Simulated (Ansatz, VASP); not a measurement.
## Two plane-wave programs on HfB2

```xyz
36
Lattice="9.4200 0.0000 0.0000 -3.1400 5.4386 0.0000 0.0000 0.0000 6.9600" Properties=species:S:1:pos:R:3 pbc="T T T"
Hf    0.0000    0.0000    0.0000
Hf    0.0000    0.0000    3.4800
Hf   -1.5700    2.7193    0.0000
Hf   -1.5700    2.7193    3.4800
Hf    3.1400    0.0000    0.0000
Hf    3.1400    0.0000    3.4800
Hf    1.5700    2.7193    0.0000
Hf    1.5700    2.7193    3.4800
Hf    6.2800    0.0000    0.0000
Hf    6.2800    0.0000    3.4800
Hf    4.7100    2.7193    0.0000
Hf    4.7100    2.7193    3.4800
B     0.0000    1.8129    1.7400
B     0.0000    1.8129    5.2200
B    -1.5700    4.5322    1.7400
B    -1.5700    4.5322    5.2200
B     3.1400    1.8129    1.7400
B     3.1400    1.8129    5.2200
B     1.5700    4.5322    1.7400
B     1.5700    4.5322    5.2200
B     6.2800    1.8129    1.7400
B     6.2800    1.8129    5.2200
B     4.7100    4.5322    1.7400
B     4.7100    4.5322    5.2200
B     1.5700    0.9064    1.7400
B     1.5700    0.9064    5.2200
B     0.0000    3.6258    1.7400
B     0.0000    3.6258    5.2200
B     4.7100    0.9064    1.7400
B     4.7100    0.9064    5.2200
B     3.1400    3.6258    1.7400
B     3.1400    3.6258    5.2200
B     7.8500    0.9064    1.7400
B     7.8500    0.9064    5.2200
B     6.2800    3.6258    1.7400
B     6.2800    3.6258    5.2200
```

Alike in both runs: task electric field gradients; functional PBE; k mesh 3 × 5 × 4; occupations fermi-dirac, width 0.05 eV; no spin polarisation.

```csv
,VASP,Ansatz
version,VASP 6.6.1,Ansatz 0.2.0
potentials or method,"VASP PAW PBE potentials, release 64 (Hf_pv, B)","plane-wave PAW, scalar-relativistic"
plane-wave cutoff (eV),520,420
valence electrons in the cell,192,384
```

```csv
,VASP,Ansatz,Ansatz less VASP
rms of the force components (eV/Å),0.008,0.008,+0.0002
size of Vzz on the site where it differs most (V/Å²),76.1,104.2,+28.05
```

Atom by atom the forces differ by 0.001 eV/Å (rms over components). VASP's potentials hold 192 valence electrons a cell and Ansatz's 384, so a difference there can come from the potentials and not from the codes.

Neither program's run includes spin-orbit coupling.
